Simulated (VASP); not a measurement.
# P (Fm-3m) in VASP: notebook

P is run at these levels: PBEsol; tasks: single point.

Everything below comes from runs of VASP 6.6.1. Logs are shortened: lines on timing, memory, paths and dates and some standing lists are left out, and cuts for length are marked.

## 1. The cell of the first run

It takes space group Fm-3m (No. 225, cubic). The conventional cell has a = 3.871 Å, b = 3.871 Å, c = 3.871 Å, α = 90.00°, β = 90.00°, γ = 90.00°. P (site symmetry m-3m) has 12 P at 2.74 Å within 3.6 Å.

## 2. Single point, PBEsol (volume scaled by 1.04)

File INCAR:

```
SYSTEM = P
PREC = Accurate
ENCUT = 520
EDIFF = 1E-6
ISMEAR = -1
SIGMA = 0.1
LREAL = .FALSE.
LASPH = .TRUE.
NELM = 100
ALGO = Normal
ISIF = 2
LWAVE = .FALSE.
LCHARG = .TRUE.
GGA = PS
LELF = .TRUE.
LVHAR = .TRUE.
NBANDS = 8
```

File KPOINTS:

```
regular mesh
0
G
  16 16 16
  0 0 0
```

File POSCAR:

```
P
1.0
    0.0000000000      1.9355050715      1.9355050715
    1.9355050715      0.0000000000      1.9355050715
    1.9355050715      1.9355050715      0.0000000000
P
1
Direct
    0.0000000000      0.0000000000      0.0000000000
```

Potentials or basis: VASP PAW PBE potentials, release 64 (P).

On the command line:

```console
> cat potpaw_PBE.64/P/POTCAR > POTCAR
> mpirun -np 1 vasp_std > vasp.out
```

OUTCAR:

```text
SYSTEM = P
   PREC = Accurate
   ENCUT = 520
   EDIFF = 1E-6
   ISMEAR = -1
   LREAL = .FALSE.
   LASPH = .TRUE.
   NELM = 100
   ISIF = 2
   GGA = PS

 ion  position               nearest neighbor table
   1  0.000  0.000  0.000-

  LATTYP: Found a face centered cubic cell.
 ALAT       =     3.8710101430

  Lattice vectors:

 A1 = (   0.0000000000,   1.9355050715,   1.9355050715)
 A2 = (   1.9355050715,   0.0000000000,   1.9355050715)
 A3 = (   1.9355050715,   1.9355050715,   0.0000000000)

Analysis of symmetry for initial positions (statically):
=====================================================================
 Subroutine PRICEL returns:
 Original cell was already a primitive cell.

 Routine SETGRP: Setting up the symmetry group for a
 face centered cubic supercell.

 Subroutine GETGRP returns: Found 48 space group operations
 (whereof 48 operations were pure point group operations)
 out of a pool of 48 trial point group operations.

The static configuration has the point symmetry O_h .

Analysis of symmetry for dynamics (positions and initial velocities):
=====================================================================
 Subroutine PRICEL returns:
 Original cell was already a primitive cell.

 Routine SETGRP: Setting up the symmetry group for a
 face centered cubic supercell.

 Subroutine GETGRP returns: Found 48 space group operations
 (whereof 48 operations were pure point group operations)
 out of a pool of 48 trial point group operations.

The dynamic configuration has the point symmetry O_h .

 Subroutine INISYM returns: Found 48 space group operations
 (whereof 48 operations are pure point group operations),
 and found     1 'primitive' translations

----------------------------------------------------------------------------------------

                                     Primitive cell

  volume of cell :      14.5015

  direct lattice vectors                    reciprocal lattice vectors
     0.000000000  1.935505071  1.935505071    -0.258330504  0.258330504  0.258330504
     1.935505071  0.000000000  1.935505071     0.258330504 -0.258330504  0.258330504
     1.935505071  1.935505071  0.000000000     0.258330504  0.258330504 -0.258330504

  length of vectors
     2.737217522  2.737217522  2.737217522     0.447441558  0.447441558  0.447441558

  position of ions in fractional coordinates (direct lattice)
     0.000000000  0.000000000  0.000000000

  ion indices of the primitive-cell ions
   primitive index   ion index
                 1           1

----------------------------------------------------------------------------------------

 KPOINTS: regular mesh

Automatic generation of k-mesh.
 Grid dimensions read from file:
 generate k-points for:   16   16   16

 Generating k-lattice:

  Cartesian coordinates                     Fractional coordinates (reciprocal lattice)
    -0.016145656  0.016145656  0.016145656     0.062500000  0.000000000  0.000000000
     0.016145656 -0.016145656  0.016145656     0.000000000  0.062500000  0.000000000
     0.016145656  0.016145656 -0.016145656     0.000000000  0.000000000  0.062500000

  Length of vectors
     0.027965097  0.027965097  0.027965097

  Shift w.r.t. Gamma in fractional coordinates (k-lattice)
     0.000000000  0.000000000  0.000000000

 Subroutine IBZKPT returns following result:
 ===========================================

 Found    145 irreducible k-points:

 Following reciprocal coordinates:
            Coordinates               Weight
  0.000000  0.000000  0.000000      1.000000
  0.062500  0.000000  0.000000      8.000000
  0.125000  0.000000  0.000000      8.000000
  0.187500  0.000000  0.000000      8.000000
  0.250000  0.000000  0.000000      8.000000
  0.312500  0.000000  0.000000      8.000000
[... 16 lines left out ...]
 -0.125000  0.062500  0.000000     24.000000
 -0.062500  0.062500  0.000000     12.000000
 [... further k-points ...]
   k-points           NKPTS =    145   k-points in BZ     NKDIM =    145   number of bands    NBANDS=      8
   number of dos      NEDOS =    301   number of ions     NIONS =      1
   total plane-waves  NPLWV =   8000
   dimension x,y,z NGX =    20 NGY =   20 NGZ =   20
   dimension x,y,z NGXF=    40 NGYF=   40 NGZF=   40
   ions per type =               1
   NGX,Y,Z   is equivalent  to a cutoff of  12.15, 12.15, 12.15 a.u.
   NGXF,Y,Z  is equivalent  to a cutoff of  24.29, 24.29, 24.29 a.u.
 SYSTEM =  P
   PREC   = accura    normal or accurate (medium, high low for compatibility)
   ISTART =      0    job   : 0-new  1-cont  2-samecut
   ICHARG =      2    charge: 1-file 2-atom 10-const
   ISPIN  =      1    spin polarized calculation?
   LNONCOLLINEAR =      F non collinear calculations
   LSORBIT =      F    spin-orbit coupling
   LASPH  =      T    aspherical Exc in radial PAW
   ENCUT  =  520.0 eV  38.22 Ry    6.18 a.u.   5.09  5.09  5.09*2*pi/ulx,y,z
   NELM   =    100;   NELMIN=  2; NELMDL= -5     # of ELM steps
   EDIFF  = 0.1E-05   stopping-criterion for ELM
   LREAL  =      F    real-space projection
   EDIFFG = 0.1E-04   stopping-criterion for IOM
   NSW    =      0    number of steps for IOM
   IBRION =     -1    ionic relax: 0-MD 1-quasi-New 2-CG
   NFREE  =      0    steps in history (QN), initial steepest desc. (CG)
   ISIF   =      2    stress and relaxation
   ISYM   =      2    0-nonsym 1-usesym 2-fastsym
   POTIM  = 0.5000    time-step for ionic-motion
   TEBEG  =    0.0;   TEEND  =   0.0 temperature during run
   PSTRESS=    0.0 pullay stress
   NELECT =       5.0000    total number of electrons
   NUPDOWN=      -1.0000    fix difference up-down
   EMIN   =  10.00;   EMAX   =-10.00  energy-range for DOS
   EFERMI =   0.00;   METHOD = LEGACY
   ISMEAR =    -1;   SIGMA  =   0.10  broadening in eV -4-tet -1-fermi 0-gaus
   EFERMI_NEDOS =   21; number of points for ismear=-14 and -15
   IALGO  =     38    algorithm
   IMIX   =      4    mixing-type and parameters
     AMIX     =   0.40;   BMIX     =  1.00
     AMIX_MAG =   1.60;   BMIX_MAG =  1.00
  volume/ion in A,a.u.               =      14.50        97.86
  Fermi-wavevector in a.u.,A,eV,Ry     =   1.147961  2.169332 17.929959  1.317815
  Thomas-Fermi vector in A             =   2.284638
   LORBIT       =      0    0 simple, 1 ext, 2 COOP (PROOUT), +10 PAW based schemes
   GGA     = PS    functional components
   LHFCALC =     F    Hartree Fock is set to
   AEXX    =    0.0000 exact exchange contribution
   IVDW    =     0    specifies the selected vdW correction
   LEPSILON=     F    determine dielectric tensor
   LRPA    =     F    only Hartree local field effects (RPA)
 non-spin polarized calculation
  energy-cutoff  :      520.00
  volume of cell :       14.50
 maximum number of plane-waves:       400
   NGX = 11   NGY = 11   NGZ = 11

 number of electron       4.9999999 magnetization

 Free energy of the ion-electron system (eV)
  ---------------------------------------------------
  ext. energy  EPLUGINS =         0.00000000
  ---------------------------------------------------
  free energy    TOTEN  =        -5.05169877 eV

  energy without entropy =       -5.03250322  energy(sigma->0) =       -5.04210100

 E-fermi :   9.7465     XC(G=0): -11.5595

 val. band max:        9.7325035780   @ k =  -0.3125   0.3750   0.1250
 cond. band min:       9.7637234469   @ k =   0.2500   0.0625   0.0000
 fundamental gap:      0.0312198689
 Fermi energy:         9.7465198303

 k-point     1 :       0.0000    0.0000    0.0000
  band No.  band energies     occupation
      1      -6.5928      2.00000
      2      16.6088      0.00000
      3      16.6088      0.00000
      4      16.6088      0.00000
      5      21.2396      0.00000
      6      21.2396      0.00000
      7      21.2396      0.00000
      8      27.5202      0.00000

 k-point     2 :       0.0625    0.0000    0.0000
  band No.  band energies     occupation
      1      -6.4832      2.00000
      2      15.6830      0.00000
      3      16.4431      0.00000
      4      16.4431      0.00000
      5      21.3210      0.00000
      6      21.5175      0.00000
      7      21.5175      0.00000
      8      27.1139      0.00000

 k-point     3 :       0.1250    0.0000    0.0000
  band No.  band energies     occupation
      1      -6.1551      2.00000
      2      13.6471      0.00000
      3      16.0585      0.00000
      4      16.0585      0.00000
      5      21.2843      0.00000
      6      22.1444      0.00000
      7      22.1444      0.00000
      8      26.3185      0.00000

 k-point     4 :       0.1875    0.0000    0.0000
  band No.  band energies     occupation
      1      -5.6105      2.00000
      2      11.2856      0.00000
      3      15.6281      0.00000
      4      15.6281      0.00000
      5      21.0864      0.00000
      6      22.5259      0.00000
      7      22.5259      0.00000
      8      26.0285      0.00000

 k-point     5 :       0.2500    0.0000    0.0000
  band No.  band energies     occupation
      1      -4.8538      2.00000
      2       8.9034      1.99956
      3      15.2496      0.00000
      4      15.2496      0.00000
      5      20.8581      0.00000
      6      22.1539      0.00000
      7      22.1539      0.00000
      8      26.8550      0.00000
[... 177 lines left out ...]
 k-point    22 :      -0.1875    0.0625    0.0000
  band No.  band energies     occupation
      1      -5.2849      2.00000
      2      10.5568      0.00061
      3      14.1274      0.00000
      4      16.0671      0.00000
      5      21.3846      0.00000
      6      22.1440      0.00000
      7      22.8488      0.00000
      8      24.9831      0.00000

 k-point    23 :      -0.1250    0.0625    0.0000
  band No.  band energies     occupation
      1      -5.9004      2.00000
      2      12.9179      0.00000
      3      14.6019      0.00000
      4      16.4345      0.00000
      5      21.4052      0.00000
      6      21.9714      0.00000
      7      22.9571      0.00000
      8      25.0751      0.00000

 k-point    24 :      -0.0625    0.0625    0.0000
  band No.  band energies     occupation
      1      -6.3008      2.00000
      2      14.9238      0.00000
      3      15.3143      0.00000
      4      16.6080      0.00000
      5      21.2773      0.00000
      6      21.5257      0.00000
      7      22.4027      0.00000
      8      26.0501      0.00000

 [... further k-points ...]
[... 5 lines left out ...]
  --------------------------------------------------------------------------------------
  -------------------------------------------------------------------------------------
  Total       -0.2799315     -0.2799315     -0.2799315      0.0000000      0.0000000      0.0000000
  in kB      -30.9278275    -30.9278275    -30.9278275      0.0000000      0.0000000      0.0000000
  external PRESSURE =     -30.9278275 kB  Pullay stress =       0.0000000 kB

 VOLUME and BASIS-vectors are now :
 -----------------------------------------------------------------------------
  energy-cutoff  :      520.00
  volume of cell :       14.50
      direct lattice vectors                 reciprocal lattice vectors
     0.000000000  1.935505071  1.935505071    -0.258330504  0.258330504  0.258330504
     1.935505071  0.000000000  1.935505071     0.258330504 -0.258330504  0.258330504
     1.935505071  1.935505071  0.000000000     0.258330504  0.258330504 -0.258330504

 POSITION                                       TOTAL-FORCE (eV/Angst)
 -----------------------------------------------------------------------------------
      0.00000      0.00000      0.00000        -0.000000      0.000000      0.000000
 -----------------------------------------------------------------------------------
    total drift:                                0.000000     -0.000000     -0.000000

  FREE ENERGIE OF THE ION-ELECTRON SYSTEM (eV)
  ---------------------------------------------------
  free  energy   TOTEN  =        -5.0516987740 eV

  energy  without entropy=       -5.0325032193  energy(sigma->0) =       -5.04210100
```

Wall time 6.2 s (1 thread of Intel Xeon 6975P-C, shared host); peak memory 0.13 GiB.

What came out:

```yaml
Free_energy: -5.0517 eV
Pressure: -3.1 GPa
```

Levels at points of the mesh, in eV from the Fermi level:
```tsv
k point	band 1	band 2	band 3	band 4	band 5	band 6	band 7
(0.00, 0.00, 0.00)	-16.34	6.86	6.86	6.86	11.49	11.49	11.49
(0.50, 0.00, 0.00)	-10.46	-8.05	4.88	4.88	10.54	10.54	10.74
(0.50, 0.50, 0.00)	-7.81	-6.70	0.72	0.72	4.39	5.01	23.14
```

Caveat: the PAW data sets were made with another functional, which shifts forces and pressure a little.

[end of part 1 of 3]
